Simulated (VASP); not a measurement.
# MgCdTeS (P4/mmm) in VASP: single point with PBE

Aim: the single point of MgCdTeS with PBE.

All numbers are computed with VASP 6.6.1; they aren't measurements. Logs are shortened: lines on timing, memory, paths and dates and some standing lists are left out, and cuts for length are marked.

**1. The cell of the first run**

The structure is tetragonal, space group P4/mmm (No. 123). The conventional cell has a = 4.191 Å, b = 4.191 Å, c = 5.914 Å, α = 90.00°, β = 90.00°, γ = 90.00°. Mg (site symmetry 4/mmm) has 2 Cd at 2.96 Å and 4 Te at 2.96 Å within 3.9 Å. Cd (site symmetry 4/mmm) has 2 Mg at 2.96 Å and 4 S at 2.96 Å within 3.9 Å. Te (site symmetry 4/mmm) has 2 S at 2.96 Å and 4 Mg at 2.96 Å within 3.9 Å. S (site symmetry 4/mmm) has 2 Te at 2.96 Å and 4 Cd at 2.96 Å within 3.9 Å.

**2. Single point, PBE**

INCAR

```
SYSTEM = MgCdTeS
PREC     = Accurate       ! precision mode
ENCUT    = 520            ! plane-wave cutoff, eV
EDIFF    = 1E-6           ! SCF threshold, eV
ISMEAR   = 0              ! smearing method
SIGMA    = 0.1            ! smearing width, eV
LREAL    = .False.        ! projectors in reciprocal space
LASPH    = .True.         ! aspherical terms in the spheres
NELM     = 100            ! most SCF steps
ALGO     = Normal         ! electronic algorithm
ISIF     = 2              ! what is computed and relaxed
LWAVE    = .False.        ! write WAVECAR
LCHARG   = .False.        ! write CHGCAR
GGA      = PE             ! functional
NBANDS   = 21             ! bands
```

KPOINTS

```
Automatic mesh
0
Gamma
  4 4 4
  0 0 0
```

POSCAR

```
MgCdTeS
1.0
    4.1913991500      0.0000000000      0.0000000000
    0.0000000000      4.1913991500      0.0000000000
    0.0000000000      0.0000000000      5.9138296900
Mg Cd Te S
1 1 1 1
Direct
    0.5000000000      0.5000000000      0.0000000000
    0.5000000000      0.5000000000      0.5000000000
    0.0000000000      0.0000000000      0.0000000000
    0.0000000000      0.0000000000      0.5000000000
```

Potentials or basis: VASP PAW PBE potentials, release 64 (Mg, Cd, Te, S).

Run with:

```
$ cat potpaw_PBE.64/Mg/POTCAR potpaw_PBE.64/Cd/POTCAR potpaw_PBE.64/Te/POTCAR potpaw_PBE.64/S/POTCAR > POTCAR
$ mpirun -np 1 vasp_std > vasp.out
```

OUTCAR:

```text
SYSTEM = MgCdTeS
   PREC = Accurate
   ENCUT = 520
   EDIFF = 1E-6
   ISMEAR = 0
   LREAL = .False.
   LASPH = .True.
   NELM = 100
   ISIF = 2
   GGA = PE

 ion  position               nearest neighbor table
   1  0.500  0.500  0.000-   2 2.96   2 2.96   3 2.96   3 2.96   3 2.96   3 2.96
   2  0.500  0.500  0.500-   1 2.96   1 2.96   4 2.96   4 2.96   4 2.96   4 2.96
   3  0.000  0.000  0.000-   4 2.96   4 2.96   1 2.96   1 2.96   1 2.96   1 2.96
   4  0.000  0.000  0.500-   3 2.96   3 2.96   2 2.96   2 2.96   2 2.96   2 2.96

  LATTYP: Found a simple tetragonal cell.
 ALAT       =     4.1913991500
 C/A-ratio  =     1.4109440496

  Lattice vectors:

 A1 = (   4.1913991500,   0.0000000000,   0.0000000000)
 A2 = (   0.0000000000,   4.1913991500,   0.0000000000)
 A3 = (   0.0000000000,   0.0000000000,   5.9138296900)

Analysis of symmetry for initial positions (statically):
=====================================================================
 Subroutine PRICEL returns:
 Original cell was already a primitive cell.

 Routine SETGRP: Setting up the symmetry group for a
 simple tetragonal supercell.

 Subroutine GETGRP returns: Found 16 space group operations
 (whereof 16 operations were pure point group operations)
 out of a pool of 16 trial point group operations.

The static configuration has the point symmetry D_4h.

Analysis of symmetry for dynamics (positions and initial velocities):
=====================================================================
 Subroutine PRICEL returns:
 Original cell was already a primitive cell.

 Routine SETGRP: Setting up the symmetry group for a
 simple tetragonal supercell.

 Subroutine GETGRP returns: Found 16 space group operations
 (whereof 16 operations were pure point group operations)
 out of a pool of 16 trial point group operations.

The dynamic configuration has the point symmetry D_4h.

 Subroutine INISYM returns: Found 16 space group operations
 (whereof 16 operations are pure point group operations),
 and found     1 'primitive' translations

----------------------------------------------------------------------------------------

                                     Primitive cell

  volume of cell :     103.8931

  direct lattice vectors                    reciprocal lattice vectors
     4.191399150  0.000000000  0.000000000     0.238583815  0.000000000  0.000000000
     0.000000000  4.191399150  0.000000000     0.000000000  0.238583815  0.000000000
     0.000000000  0.000000000  5.913829690     0.000000000  0.000000000  0.169095164

  length of vectors
     4.191399150  4.191399150  5.913829690     0.238583815  0.238583815  0.169095164

  position of ions in fractional coordinates (direct lattice)
     0.500000000  0.500000000  0.000000000
     0.500000000  0.500000000  0.500000000
     0.000000000  0.000000000  0.000000000
     0.000000000  0.000000000  0.500000000

  ion indices of the primitive-cell ions
   primitive index   ion index
                 1           1
                 2           2
                 3           3
                 4           4

----------------------------------------------------------------------------------------

 KPOINTS: Automatic mesh

Automatic generation of k-mesh.
 Grid dimensions read from file:
 generate k-points for:    4    4    4

 Generating k-lattice:

  Cartesian coordinates                     Fractional coordinates (reciprocal lattice)
     0.059645954  0.000000000  0.000000000     0.250000000  0.000000000  0.000000000
     0.000000000  0.059645954  0.000000000     0.000000000  0.250000000  0.000000000
     0.000000000  0.000000000  0.042273791     0.000000000  0.000000000  0.250000000

  Length of vectors
     0.059645954  0.059645954  0.042273791

  Shift w.r.t. Gamma in fractional coordinates (k-lattice)
     0.000000000  0.000000000  0.000000000

 Subroutine IBZKPT returns following result:
 ===========================================

 Found     18 irreducible k-points:

 Following reciprocal coordinates:
            Coordinates               Weight
  0.000000  0.000000  0.000000      1.000000
  0.250000  0.000000  0.000000      4.000000
  0.500000  0.000000  0.000000      2.000000
  0.250000  0.250000  0.000000      4.000000
  0.500000  0.250000  0.000000      4.000000
  0.500000  0.500000  0.000000      1.000000
[... 10 lines left out ...]
  0.500000  0.250000  0.500000      4.000000
  0.500000  0.500000  0.500000      1.000000
   k-points           NKPTS =     18   k-points in BZ     NKDIM =     18   number of bands    NBANDS=     21
   number of dos      NEDOS =    301   number of ions     NIONS =      4
   total plane-waves  NPLWV =  49152
   dimension x,y,z NGX =    32 NGY =   32 NGZ =   48
   dimension x,y,z NGXF=    64 NGYF=   64 NGZF=   96
   ions per type =               1   1   1   1
   NGX,Y,Z   is equivalent  to a cutoff of  12.69, 12.69, 13.49 a.u.
   NGXF,Y,Z  is equivalent  to a cutoff of  25.38, 25.38, 26.99 a.u.
 SYSTEM =  MgCdTeS
   PREC   = accura    normal or accurate (medium, high low for compatibility)
   ISTART =      0    job   : 0-new  1-cont  2-samecut
   ICHARG =      2    charge: 1-file 2-atom 10-const
   ISPIN  =      1    spin polarized calculation?
   LNONCOLLINEAR =      F non collinear calculations
   LSORBIT =      F    spin-orbit coupling
   LASPH  =      T    aspherical Exc in radial PAW
   ENCUT  =  520.0 eV  38.22 Ry    6.18 a.u.   7.79  7.79 11.00*2*pi/ulx,y,z
   NELM   =    100;   NELMIN=  2; NELMDL= -5     # of ELM steps
   EDIFF  = 0.1E-05   stopping-criterion for ELM
   LREAL  =      F    real-space projection
[... 7 lines left out ...]
   TEBEG  =    0.0;   TEEND  =   0.0 temperature during run
   PSTRESS=    0.0 pullay stress
   NELECT =      26.0000    total number of electrons
   NUPDOWN=      -1.0000    fix difference up-down
   EMIN   =  10.00;   EMAX   =-10.00  energy-range for DOS
   EFERMI =   0.00;   METHOD = LEGACY
   ISMEAR =     0;   SIGMA  =   0.10  broadening in eV -4-tet -1-fermi 0-gaus
   EFERMI_NEDOS =   21; number of points for ismear=-14 and -15
   IALGO  =     38    algorithm
   IMIX   =      4    mixing-type and parameters
     AMIX     =   0.40;   BMIX     =  1.00
     AMIX_MAG =   1.60;   BMIX_MAG =  1.00
  volume/ion in A,a.u.               =      25.97       175.28
  Fermi-wavevector in a.u.,A,eV,Ry     =   1.031661  1.949557 14.481012  1.064324
  Thomas-Fermi vector in A             =   2.165820
   LORBIT       =      0    0 simple, 1 ext, 2 COOP (PROOUT), +10 PAW based schemes
   GGA     = PE    functional components
   LHFCALC =     F    Hartree Fock is set to
   AEXX    =    0.0000 exact exchange contribution
   IVDW    =     0    specifies the selected vdW correction
   LEPSILON=     F    determine dielectric tensor
   LRPA    =     F    only Hartree local field effects (RPA)
 non-spin polarized calculation
 Gauss-broadening in eV      SIGMA  =   0.10
  energy-cutoff  :      520.00
  volume of cell :      103.89
 maximum number of plane-waves:      2816
 NGX is ok and might be reduce to    32
   NGX = 15   NGY = 15   NGZ = 21

 number of electron      26.0000009 magnetization

 Free energy of the ion-electron system (eV)
  ---------------------------------------------------
  ext. energy  EPLUGINS =         0.00000000
  ---------------------------------------------------
  free energy    TOTEN  =       -10.05010355 eV

  energy without entropy =      -10.03975073  energy(sigma->0) =      -10.04492714

 E-fermi :   3.9229     XC(G=0):  -9.2411

 val. band max:        3.9172542425   @ k =   0.5000   0.2500   0.5000
 cond. band min:       3.9516049533   @ k =   0.2500   0.2500   0.0000
 fundamental gap:      0.0343507108
 Fermi energy:         3.9228732129

 k-point     1 :       0.0000    0.0000    0.0000
  band No.  band energies     occupation
      1      -9.3131      2.00000
      2      -7.1419      2.00000
      3      -4.6260      2.00000
      4      -4.5459      2.00000
      5      -4.5459      2.00000
      6      -4.4782      2.00000
[... 13 lines left out ...]
     20      10.7854      0.00000
     21      10.7856      0.00000

 k-point     2 :       0.2500    0.0000    0.0000
  band No.  band energies     occupation
      1      -9.1593      2.00000
      2      -6.9459      2.00000
      3      -4.6948      2.00000
      4      -4.5897      2.00000
      5      -4.5427      2.00000
      6      -4.4843      2.00000
[... 13 lines left out ...]
     20      10.1929      0.00000
     21      10.4605      0.00000

 k-point     3 :       0.5000    0.0000    0.0000
  band No.  band energies     occupation
      1      -8.9890      2.00000
      2      -6.7098      2.00000
      3      -4.7889      2.00000
      4      -4.6307      2.00000
      5      -4.5550      2.00000
      6      -4.5394      2.00000
[... 13 lines left out ...]
     20      10.2051      0.00000
     21      11.1474      0.00000

 k-point     4 :       0.2500    0.2500    0.0000
  band No.  band energies     occupation
      1      -9.0520      2.00000
      2      -6.7894      2.00000
      3      -4.7354      2.00000
      4      -4.5865      2.00000
      5      -4.5663      2.00000
      6      -4.4131      2.00000
[... 13 lines left out ...]
     20      10.2347      0.00000
     21      10.9977      0.00000

 k-point     5 :       0.5000    0.2500    0.0000
  band No.  band energies     occupation
      1      -8.9398      2.00000
      2      -6.6031      2.00000
      3      -4.7559      2.00000
      4      -4.6088      2.00000
      5      -4.5634      2.00000
      6      -4.3635      2.00000
[... 13 lines left out ...]
     20       9.7922      0.00000
     21      11.0720      0.00000
[... 238 lines left out ...]
     20       9.6784      0.00000
     21       9.9854      0.00000

 k-point    16 :       0.2500    0.2500    0.5000
  band No.  band energies     occupation
      1      -8.6722      2.00000
      2      -7.5733      2.00000
      3      -4.7323      2.00000
      4      -4.5746      2.00000
      5      -4.5540      2.00000
      6      -4.4233      2.00000
[... 13 lines left out ...]
     20      10.1836      0.00000
     21      10.2915      0.00000

 k-point    17 :       0.5000    0.2500    0.5000
  band No.  band energies     occupation
      1      -8.5971      2.00000
      2      -7.3540      2.00000
      3      -4.7290      2.00000
      4      -4.5791      2.00000
      5      -4.5717      2.00000
      6      -4.3604      2.00000
[... 13 lines left out ...]
     20      11.2837      0.00000
     21      11.9649      0.00000

 k-point    18 :       0.5000    0.5000    0.5000
  band No.  band energies     occupation
      1      -8.5927      2.00000
      2      -7.1545      2.00000
      3      -4.7023      2.00000
      4      -4.6009      2.00000
      5      -4.6009      2.00000
      6      -4.3052      2.00000
[... 13 lines left out ...]
     20      11.1092      0.00000
     21      11.1092      0.00000

------------------------ aborting loop because EDIFF is reached ----------------------------------------

  FORCE on cell =-STRESS in cart. coord.  units (eV):
  Direction    XX          YY          ZZ          XY          YZ          ZX
  --------------------------------------------------------------------------------------
  -------------------------------------------------------------------------------------
  Total       -0.7192499     -0.7192499     -0.8644907      0.0000000      0.0000000      0.0000000
  in kB      -11.0918388    -11.0918388    -13.3316546      0.0000000      0.0000000      0.0000000
  external PRESSURE =     -11.8384441 kB  Pullay stress =       0.0000000 kB

 VOLUME and BASIS-vectors are now :
 -----------------------------------------------------------------------------
  energy-cutoff  :      520.00
  volume of cell :      103.89
      direct lattice vectors                 reciprocal lattice vectors
     4.191399150  0.000000000  0.000000000     0.238583815  0.000000000  0.000000000
     0.000000000  4.191399150  0.000000000     0.000000000  0.238583815  0.000000000
     0.000000000  0.000000000  5.913829690     0.000000000  0.000000000  0.169095164

 POSITION                                       TOTAL-FORCE (eV/Angst)
 -----------------------------------------------------------------------------------
      2.09570      2.09570      0.00000         0.000000      0.000000      0.000000
      2.09570      2.09570      2.95691         0.000000      0.000000      0.000000
      0.00000      0.00000      0.00000         0.000000      0.000000      0.000000
      0.00000      0.00000      2.95691         0.000000      0.000000      0.000000
 -----------------------------------------------------------------------------------
    total drift:                                0.000000      0.000000     -0.000000

  FREE ENERGIE OF THE ION-ELECTRON SYSTEM (eV)
  ---------------------------------------------------
  free  energy   TOTEN  =       -10.0501035492 eV

  energy  without entropy=      -10.0397507348  energy(sigma->0) =      -10.04492714
```

Wall time 50 s (1 thread of Intel Xeon 8259CL, shared host); peak memory 0.24 GiB.

Results:

* Free energy: -10.0501 eV
* Pressure: -1.2 GPa
* Band gap on the k mesh: zero (band 13 reaches 4.60 eV, above the bottom of band 14 at 2.31 eV)

Stress tensor (GPa, compression positive):
```
-1.11  0.00  0.00
 0.00 -1.11  0.00
 0.00  0.00 -1.33
```

Levels at points of the mesh, in eV from the Fermi level:
```csv
k point,band 10,band 11,band 12,band 13,band 14,band 15,band 16,band 17
"(0.00, 0.00, 0.00)",-2.94,-2.67,-1.20,-1.20,1.03,2.21,2.81,3.07
"(0.50, 0.00, 0.00)",-3.32,-2.14,-0.67,-0.10,1.38,1.76,2.21,3.10
"(0.50, 0.50, 0.00)",-4.61,-2.97,-2.67,-2.67,1.22,1.59,2.52,3.36
"(0.00, 0.00, 0.50)",-2.39,-2.39,-1.97,-1.97,-1.10,-0.84,3.32,5.55
"(0.50, 0.00, 0.50)",-2.05,-1.63,-1.55,-1.48,1.31,2.03,2.77,2.99
"(0.50, 0.50, 0.50)",-3.72,-3.72,-2.20,-1.95,-1.61,-1.17,4.76,4.76
```

Caveat: the k points lie up to 0.37 Å⁻¹ apart; spin-orbit coupling is left out, which moves the levels of the heavy elements.
